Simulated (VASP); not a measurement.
# ReBi (P6_3/mmc) in VASP: further runs, part 2 of 2

VASP 6.6.1. Earlier steps stand in the parts before.

## (3) Relaxation of shape and atoms at fixed volume, PBE (21.85 Å³/atom)

This run uses another cell than the first one, of 21.85 Å³/atom.

Contents of INCAR:

```
ALGO = Fast
EDIFF = 1E-7
EDIFFG = -0.01
ENCUT = 600
GGA = PE
IBRION = 2
ISIF = 4
ISMEAR = 0
LASPH = T
LCHARG = F
LREAL = F
LWAVE = F
NELM = 80
NSW = 60
PREC = Accurate
SIGMA = 0.05
```

Contents of KPOINTS:

```
k-points
0
Gamma
  10 10 6
```

Contents of POSCAR:

```
ReBi
1.0
    4.4880671120      0.0000000000      0.0000000000
   -2.2440335560      3.8867801329      0.0000000000
    0.0000000000      0.0000000000      5.0107772777
Re Bi
2 2
Direct
    0.0000000000      0.0000000000      0.0000000000
    0.0000000000      0.0000000000      0.5000000000
    0.3333333333      0.6666666667      0.2500000000
    0.6666666667      0.3333333333      0.7500000000
```

Potentials or basis: VASP PAW PBE potentials, release 64 (Re, Bi_d).

Started as:

```sh
> cat potpaw_PBE.64/Re/POTCAR potpaw_PBE.64/Bi_d/POTCAR > POTCAR
> mpirun -np 1 vasp_std > vasp.out
```

OUTCAR:

```text
EDIFF = 1E-7
   EDIFFG = -0.01
   ENCUT = 600
   GGA = PE
   IBRION = 2
   ISIF = 4
   ISMEAR = 0
   LASPH = T
   LREAL = F
   NELM = 80
   NSW = 60
   PREC = Accurate

 ion  position               nearest neighbor table
   1  0.000  0.000  0.000-   2 2.51   2 2.51   4 2.88   3 2.88   4 2.88   3 2.88   4 2.88   3 2.88

   2  0.000  0.000  0.500-   1 2.51   1 2.51   4 2.88   3 2.88   4 2.88   3 2.88   4 2.88   3 2.88

   3  0.333  0.667  0.250-   1 2.88   2 2.88   1 2.88   2 2.88   1 2.88   2 2.88   4 3.60   4 3.60
                             4 3.60   4 3.60   4 3.60   4 3.60
   4  0.667  0.333  0.750-   1 2.88   2 2.88   1 2.88   2 2.88   1 2.88   2 2.88   3 3.60   3 3.60
                             3 3.60   3 3.60   3 3.60   3 3.60

  LATTYP: Found a hexagonal cell.
 ALAT       =     4.4880671120
 C/A-ratio  =     1.1164666554

  Lattice vectors:

 A1 = (   4.4880671120,   0.0000000000,   0.0000000000)
 A2 = (  -2.2440335560,   3.8867801329,   0.0000000000)
 A3 = (   0.0000000000,   0.0000000000,   5.0107772777)

Analysis of symmetry for initial positions (statically):
=====================================================================
 Subroutine PRICEL returns:
 Original cell was already a primitive cell.

 Routine SETGRP: Setting up the symmetry group for a
 hexagonal supercell.

 Subroutine GETGRP returns: Found 24 space group operations
 (whereof 12 operations were pure point group operations)
 out of a pool of 24 trial point group operations.

The static configuration has the point symmetry D_3d.
 The point group associated with its full space group is D_6h.

Analysis of symmetry for dynamics (positions and initial velocities):
=====================================================================
 Subroutine PRICEL returns:
 Original cell was already a primitive cell.

 Routine SETGRP: Setting up the symmetry group for a
 hexagonal supercell.

 Subroutine GETGRP returns: Found 24 space group operations
 (whereof 12 operations were pure point group operations)
 out of a pool of 24 trial point group operations.

The dynamic configuration has the point symmetry D_3d.
 The point group associated with its full space group is D_6h.

 Subroutine INISYM returns: Found 24 space group operations
 (whereof 12 operations are pure point group operations),
 and found     1 'primitive' translations

----------------------------------------------------------------------------------------

                                     Primitive cell

  volume of cell :      87.4087

  direct lattice vectors                    reciprocal lattice vectors
     4.488067112  0.000000000  0.000000000     0.222813067  0.128641184  0.000000000
    -2.244033556  3.886780133  0.000000000     0.000000000  0.257282369  0.000000000
     0.000000000  0.000000000  5.010777278     0.000000000  0.000000000  0.199569836
[... 122 lines left out ...]
 Gauss-broadening in eV      SIGMA  =   0.05
  energy-cutoff  :      600.00
  volume of cell :       87.41
 maximum number of plane-waves:      2944
 NGX is ok and might be reduce to    36
   NGX = 17   NGY = 17   NGZ = 21

--------------------------------------- Ionic step        1  -------------------------------------------

 number of electron      44.0000009 magnetization

 Free energy of the ion-electron system (eV)
  ---------------------------------------------------
  ext. energy  EPLUGINS =         0.00000000
  ---------------------------------------------------
  free energy    TOTEN  =       -29.21560091 eV

  energy without entropy =      -29.21011071  energy(sigma->0) =      -29.21285581

------------------------ aborting loop because EDIFF is reached ----------------------------------------

  FORCE on cell =-STRESS in cart. coord.  units (eV):
  Direction    XX          YY          ZZ          XY          YZ          ZX
  --------------------------------------------------------------------------------------
  -------------------------------------------------------------------------------------
  Total        2.9680840      2.9680840      3.3749697     -0.0000000      0.0000000      0.0000000
  in kB       54.4041905     54.4041905     61.8622966     -0.0000000      0.0000000      0.0000000
  external PRESSURE =      56.8902259 kB  Pullay stress =       0.0000000 kB

 VOLUME and BASIS-vectors are now :
 -----------------------------------------------------------------------------
  energy-cutoff  :      600.00
  volume of cell :       87.41
      direct lattice vectors                 reciprocal lattice vectors
     4.488067112  0.000000000  0.000000000     0.222813067  0.128641184  0.000000000
    -2.244033556  3.886780133  0.000000000     0.000000000  0.257282369  0.000000000
     0.000000000  0.000000000  5.010777278     0.000000000  0.000000000  0.199569836

 POSITION                                       TOTAL-FORCE (eV/Angst)
 -----------------------------------------------------------------------------------
      0.00000      0.00000      0.00000        -0.000000      0.000000      0.000000
      0.00000      0.00000      2.50539        -0.000000      0.000000      0.000000
     -0.00000      2.59119      1.25269         0.000000      0.000000     -0.000000
      2.24403      1.29559      3.75808        -0.000000     -0.000000     -0.000000
 -----------------------------------------------------------------------------------
    total drift:                                0.000000      0.000000     -0.000000

  FREE ENERGIE OF THE ION-ELECTRON SYSTEM (eV)
  ---------------------------------------------------
  free  energy   TOTEN  =       -29.2156009085 eV

  energy  without entropy=      -29.2101107147  energy(sigma->0) =      -29.21285581

--------------------------------------- Ionic step        2  -------------------------------------------

 number of electron      44.0000012 magnetization

 Free energy of the ion-electron system (eV)
  ---------------------------------------------------
  ext. energy  EPLUGINS =         0.00000000
  ---------------------------------------------------
  free energy    TOTEN  =       -29.21630151 eV

  energy without entropy =      -29.21027518  energy(sigma->0) =      -29.21328835

 E-fermi :   8.2875     XC(G=0): -11.6222

 val. band max:        8.2723220305   @ k =   0.5000  -0.0000   0.3333
 cond. band min:       8.2951337993   @ k =   0.4000   0.2000   0.3333
 fundamental gap:      0.0228117688
 Fermi energy:         8.2875335529

 k-point     1 :       0.0000    0.0000    0.0000
  band No.  band energies     occupation
      1     -14.5125      2.00000
      2     -14.5125      2.00000
      3     -14.4686      2.00000
      4     -14.4248      2.00000
      5     -14.4248      2.00000
      6     -14.4163      2.00000
[... 685 lines left out ...]
     25      10.0117      0.00000
     26      10.4911      0.00000

 [... further k-points ...]

------------------------ aborting loop because EDIFF is reached ----------------------------------------

  FORCE on cell =-STRESS in cart. coord.  units (eV):
  Direction    XX          YY          ZZ          XY          YZ          ZX
  --------------------------------------------------------------------------------------
  -------------------------------------------------------------------------------------
  Total        3.0156576      3.0156576      3.0391901      0.0000000     -0.0000000      0.0000000
  in kB       55.2762024     55.2762024     55.7075460      0.0000000     -0.0000000      0.0000000
  external PRESSURE =      55.4199836 kB  Pullay stress =       0.0000000 kB

 VOLUME and BASIS-vectors are now :
 -----------------------------------------------------------------------------
  energy-cutoff  :      600.00
  volume of cell :       87.41
      direct lattice vectors                 reciprocal lattice vectors
     4.480737641  0.000000000  0.000000000     0.223177539  0.128851612  0.000000000
    -2.240368821  3.880432625  0.000000000     0.000000000  0.257703225  0.000000000
     0.000000000  0.000000000  5.027183677     0.000000000 -0.000000000  0.198918533

 POSITION                                       TOTAL-FORCE (eV/Angst)
 -----------------------------------------------------------------------------------
      4.48074      0.00000      0.00000        -0.000000     -0.000000     -0.000000
      4.48074      0.00000      2.51359        -0.000000     -0.000000     -0.000000
     -0.00000      2.58696      1.25680        -0.000000     -0.000000     -0.000000
      2.24037      1.29348      3.77039         0.000000      0.000000      0.000000
 -----------------------------------------------------------------------------------
    total drift:                               -0.000000      0.000000     -0.000000

  FREE ENERGIE OF THE ION-ELECTRON SYSTEM (eV)
  ---------------------------------------------------
  free  energy   TOTEN  =       -29.2163015145 eV

  energy  without entropy=      -29.2102751771  energy(sigma->0) =      -29.21328835

 reached required accuracy - stopping structural energy minimisation
```

CONTCAR:

```text
ReBi
   1.00000000000000
     4.4807376410402622    0.0000000000000000    0.0000000000000000
    -2.2403688205201311    3.8804326248538632    0.0000000000000000
     0.0000000000000000    0.0000000000000000    5.0271836765886535
  Re              Bi
     2     2
Direct
     1.0000000000000000    0.0000000000000000    0.0000000000000000
     1.0000000000000000    0.0000000000000000    0.5000000000000000
     0.3333333332999970    0.6666666667000030    0.2500000000000000
     0.6666666667000030    0.3333333332999970    0.7500000000000000

  0.00000000E+00  0.00000000E+00  0.00000000E+00
  0.00000000E+00  0.00000000E+00  0.00000000E+00
  0.00000000E+00  0.00000000E+00  0.00000000E+00
  0.00000000E+00  0.00000000E+00  0.00000000E+00
```

It took 8.3 min on 1 thread of Intel Xeon Platinum 8488C (Sapphire Rapids), shared host; peak memory 0.33 GiB.

What came out:

```
Free energy               : -29.2163 eV
Energy gained by relaxing : 0.2 meV/atom
Ionic steps               : 2
Pressure after relaxing   : 5.5 GPa
Band gap on the k mesh    : zero (bands 22 and 23 overlap by 1.32 eV)
```

The path:
```csv
step,energy change (eV),largest force (eV/Å),pressure (GPa),volume (Å³)
1,0.0000,0.0000,5.69,87.41
2,-0.0007,0.0000,5.54,87.41
```

Final structure:
```cif
data_structure
_symmetry_space_group_name_H-M 'P 1'
_symmetry_Int_Tables_number 1
_cell_length_a 4.4807
_cell_length_b 4.4807
_cell_length_c 5.0272
_cell_angle_alpha 90.000
_cell_angle_beta 90.000
_cell_angle_gamma 120.000
_cell_volume 87.41
loop_
_atom_site_label
_atom_site_type_symbol
_atom_site_fract_x
_atom_site_fract_y
_atom_site_fract_z
_atom_site_occupancy
Re1 Re 0.00000 0.00000 0.00000 1
Re2 Re 0.00000 0.00000 0.50000 1
Bi1 Bi 0.33333 0.66667 0.25000 1
Bi2 Bi 0.66667 0.33333 0.75000 1
```

Levels at points of the mesh, in eV from the Fermi level:
```
           k point  band 20  band 21  band 22  band 23  band 24  band 25
(0.00, 0.00, 0.00)    -0.49     0.24     0.24     2.32     2.32     2.33
(0.50, 0.00, 0.00)    -1.75    -1.62    -0.06    -0.04     0.51     2.18
(0.00, 0.00, 0.50)    -1.41    -1.41    -1.41    -0.87    -0.87     4.11
(0.50, 0.00, 0.50)    -1.07    -0.79    -0.79    -0.76    -0.76     2.07
```

Caveat: spin-orbit coupling is left out, which moves the levels of the heavy elements.

## (4) Relaxation of shape and atoms at fixed volume, PBE (22.31 Å³/atom)

This run uses another cell than the first one, of 22.31 Å³/atom.

Contents of INCAR:

```
  PREC = Accurate
  ENCUT = 600
  EDIFF = 1E-6
  ISMEAR = 0
  SIGMA = 0.05
  LREAL = False
  LASPH = True
  NELM = 100
  ALGO = Fast
  ISIF = 4
  LWAVE = False
  LCHARG = False
  GGA = PE
  IBRION = 2
  NSW = 60
  EDIFFG = -0.01
```

Contents of KPOINTS:

```
Automatic mesh
0
Gamma
  10 10 6
```

Contents of POSCAR:

```
ReBi
1.0
    4.5306303399      0.0000000000      0.0000000000
   -2.2653151699      3.9236409695      0.0000000000
    0.0000000000      0.0000000000      5.0195105233
Re Bi
2 2
Direct
    0.0000000000      0.0000000000      0.0000000000
    0.0000000000      0.0000000000      0.5000000000
    0.3333333333      0.6666666667      0.2500000000
    0.6666666667      0.3333333333      0.7500000000
```

Started as:

```sh
> cat potpaw_PBE.64/Re/POTCAR potpaw_PBE.64/Bi_d/POTCAR > POTCAR
> mpirun -np 1 vasp_std > vasp.out
```

Wall time 6.3 min (1 thread of Intel Xeon Platinum 8488C (Sapphire Rapids), shared host); peak memory 0.33 GiB.

It converged, with:

* Free energy: -29.2621 eV
* Energy gained by relaxing: 0.2 meV/atom
* Ionic steps: 2
* Pressure after relaxing: 2.5 GPa
* Band gap on the k mesh: zero (bands 22 and 23 overlap by 1.39 eV)

Step by step:
| step | energy change (eV) | largest force (eV/Å) | pressure (GPa) | volume (Å³) |
| --- | --- | --- | --- | --- |
| 1 | 0.0000 | 0.0000 | 2.74 | 89.23 |
| 2 | -0.0008 | 0.0000 | 2.54 | 89.23 |

Final structure:
```
CELL_PARAMETERS angstrom
4.52284 0.00000 0.00000
-2.26142 3.91689 0.00000
0.00000 0.00000 5.03683
ATOMIC_POSITIONS crystal
Re 0.00000 0.00000 0.00000
Re 0.00000 0.00000 0.50000
Bi 0.33333 0.66667 0.25000
Bi 0.66667 0.33333 0.75000
```

Levels at points of the mesh, in eV from the Fermi level:
| k point | band 19 | band 20 | band 21 | band 22 | band 23 | band 24 | band 25 | band 26 |
| --- | --- | --- | --- | --- | --- | --- | --- | --- |
| (0.00, 0.00, 0.00) | -0.46 | -0.46 | 0.19 | 0.19 | 2.32 | 2.32 | 2.39 | 3.05 |
| (0.50, 0.00, 0.00) | -1.97 | -1.68 | -1.59 | -0.05 | -0.02 | 0.40 | 2.20 | 2.34 |
| (0.00, 0.00, 0.50) | -1.38 | -1.38 | -1.38 | -1.38 | -0.94 | -0.94 | 4.00 | 4.02 |
| (0.50, 0.00, 0.50) | -1.06 | -1.06 | -0.77 | -0.77 | -0.74 | -0.74 | 2.04 | 2.70 |

Caveat: spin-orbit coupling is left out, which moves the levels of the heavy elements.

## (5) Relaxation of shape and atoms at fixed volume, PBE (23.22 Å³/atom)

This run uses another cell than the first one, of 23.22 Å³/atom.

Contents of INCAR:

```
PREC = Accurate
ENCUT = 600
EDIFF = 1E-7
ISMEAR = 0
SIGMA = 0.05
LREAL = False
LASPH = True
NELM = 60
ALGO = Fast
ISIF = 4
LWAVE = False
LCHARG = False
GGA = PE
IBRION = 2
NSW = 60
EDIFFG = -0.01
```

KPOINTS is that of step 4.

Contents of POSCAR:

```
ReBi
1.0
    4.5914514276      0.0000000000      0.0000000000
   -2.2957257138      3.9763135765      0.0000000000
    0.0000000000      0.0000000000      5.0868945442
Re Bi
2 2
Direct
    0.0000000000      0.0000000000      0.0000000000
    0.0000000000      0.0000000000      0.5000000000
    0.3333333333      0.6666666667      0.2500000000
    0.6666666667      0.3333333333      0.7500000000
```

Started as:

```sh
> cat potpaw_PBE.64/Re/POTCAR potpaw_PBE.64/Bi_d/POTCAR > POTCAR
> mpirun -np 1 vasp_std > vasp.out
```

Run time: 16 min. Hardware: 1 thread of Intel Xeon Platinum 8488C (Sapphire Rapids), shared host; peak memory 0.36 GiB.

It converged, with:

```yaml
Free_energy: -29.2632 eV
Energy_gained_by_relaxing: 0.8 meV/atom
Ionic_steps: 3
Pressure_after_relaxing: -2.2 GPa
Band_gap_on_the_k_mesh: zero (bands 22 and 23 overlap by 1.48 eV)
```

Step by step:
| step | energy change (eV) | largest force (eV/Å) | pressure (GPa) | volume (Å³) |
| --- | --- | --- | --- | --- |
| 1 | 0.0000 | 0.0000 | -2.66 | 92.87 |
| 2 | -0.0031 | 0.0000 | -2.27 | 92.87 |
| 3 | -0.0031 | 0.0000 | -2.23 | 92.87 |

Final structure:
```xyz
4
Lattice="4.6083 0.0000 0.0000 -2.3042 3.9909 0.0000 0.0000 0.0000 5.0497" Properties=species:S:1:pos:R:3 pbc="T T T"
Re    0.0000    0.0000    0.0000
Re    0.0000    0.0000    2.5249
Bi    0.0000    2.6606    1.2624
Bi    2.3042    1.3303    3.7873
```

Levels at points of the mesh, in eV from the Fermi level:
```csv
k point,band 18,band 19,band 20,band 21,band 22,band 23,band 24,band 25,band 26
"(0.00, 0.00, 0.00)",-2.89,-0.39,-0.39,0.11,0.11,2.31,2.34,2.34,2.39
"(0.50, 0.00, 0.00)",-2.32,-1.81,-1.55,-1.55,-0.04,0.01,0.21,2.23,2.35
"(0.00, 0.00, 0.50)",-2.13,-1.32,-1.32,-1.32,-1.32,-1.05,-1.05,3.77,3.77
"(0.50, 0.00, 0.50)",-2.17,-1.03,-1.03,-0.73,-0.73,-0.71,-0.71,1.91,1.99
```

Caveat: spin-orbit coupling is left out, which moves the levels of the heavy elements.

## (6) The runs side by side

```tsv
cell	gap on the mesh (eV)	pressure (GPa)
relaxed from a = 4.453, b = 4.453, c = 5.012 Å, angles 90.0, 90.0, 120.0°, 4 atoms	none	8.0
relaxed from a = 4.488, b = 4.488, c = 5.011 Å, angles 90.0, 90.0, 120.0°, 4 atoms	none	5.5
relaxed from a = 4.531, b = 4.531, c = 5.020 Å, angles 90.0, 90.0, 120.0°, 4 atoms	none	2.5
relaxed from a = 4.591, b = 4.591, c = 5.087 Å, angles 90.0, 90.0, 120.0°, 4 atoms	none	-2.2
```

Alike in all rows: task relaxation of shape and atoms at fixed volume; level PBE; potentials or basis VASP PAW PBE potentials, release 64 (Re, Bi_d); no spin polarisation; k mesh 10 × 10 × 6; cutoff (eV) 600; smearing gaussian 0.05 eV.

Caveats: spin-orbit coupling is left out, which moves the levels of the heavy elements.

Absolute energies hang on the potentials; compare differences alone.

The gap in the log of VASP goes by the Fermi energy; the results here count the filled bands.